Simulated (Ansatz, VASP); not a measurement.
# TiAl2 in VASP and in Ansatz

File POSCAR:

```
TiAl2
1.0
    1.9795500000     -6.0472000000      0.0000000000
    1.9795500000      6.0472000000      0.0000000000
    0.0000000000      0.0000000000      4.0315000000
Ti Al
2 4
Direct
    0.6490000000      0.3510000000      0.0000000000
    0.3510000000      0.6490000000      0.0000000000
    0.0000000000      0.0000000000      0.0000000000
    0.8240000000      0.1760000000      0.5000000000
    0.1760000000      0.8240000000      0.5000000000
    0.5000000000      0.5000000000      0.5000000000
```

Contents of INCAR.step1:

```
PREC = Accurate ; ENCUT = 520
ISMEAR = 0 ; SIGMA = 0.4
LREAL = False ; LASPH = True
NELM = 80 ; NBANDS = 27
GGA = PE ; ALGO = Normal
EDIFF = 1E-4 ; LWAVE = True
LCHARG = False
```

File INCAR.step2:

```
PREC = Accurate ; ENCUT = 520
EDIFF = 1E-6 ; ISMEAR = 0
SIGMA = 0.4 ; LREAL = False
LASPH = True ; NELM = 80
ALGO = Normal ; ISIF = 2
LWAVE = False ; LCHARG = True
METAGGA = R2SCAN ; LMIXTAU = True
LELF = True ; LVHAR = True
NBANDS = 27 ; ISTART = 1
```

File KPOINTS:

```
Automatic mesh
0
Gamma
  5 5 5
```

Input for Ansatz:

```yaml
crystal:
  lattice:
    - [1.97955, -6.0472, 0.0]
    - [1.97955, 6.0472, 0.0]
    - [0.0, 0.0, 4.0315]
  atoms:
    - { symbol: Ti, position: [0.649, 0.351, 0.0] }
    - { symbol: Ti, position: [0.351, 0.649, 0.0] }
    - { symbol: Al, position: [0.0, 0.0, 0.0] }
    - { symbol: Al, position: [0.824, 0.176, 0.5] }
    - { symbol: Al, position: [0.176, 0.824, 0.5] }
    - { symbol: Al, position: [0.5, 0.5, 0.5] }
basis:
  ecutwfc: 500
kpoints:
  mp_grid: { grid: [5, 5, 5] }
hamiltonian:
  xc: r2scan
scf:
  occupations: { method: gaussian, width: 0.4 }
output:
  forces: true
  stress: true
  eigenvalues: true
```

Alike in both runs: task single point; functional r2SCAN; k mesh 5 × 5 × 5; occupations gaussian, width 0.4 eV; no spin polarisation.

|  | VASP | Ansatz |
| --- | --- | --- |
| version | VASP 6.6.1 | Ansatz 0.2.0 |
| potentials or method | VASP PAW PBE potentials, release 64 (Ti_sv, Al), cutoff 520 eV | scalar-relativistic, plane waves, PAW |
| valence electrons in the cell | 36 | 36 |

Ansatz gave:

```
gap on the k mesh at the Fermi level (eV)                     : none
pressure (GPa)                                                : -1.6
traceless stress, the component that is largest in VASP (GPa) : -1.69
rms of the force components (eV/Å)                            : 0.328
```

Task: What did VASP give for the same quantities?

Result: gap on the k mesh at the Fermi level (eV): none; pressure (GPa): -1.6; traceless stress, the component that is largest in VASP (GPa): -1.68; rms of the force components (eV/Å): 0.330.

VASP's potentials were made for PBE, not for r2SCAN. Atom by atom the forces differ by 0.002 eV/Å (rms over components). A gap of «none» marks a metal or a gap that the smearing closes. With one functional, cell and mesh, what is left measures potentials, basis and numerics.
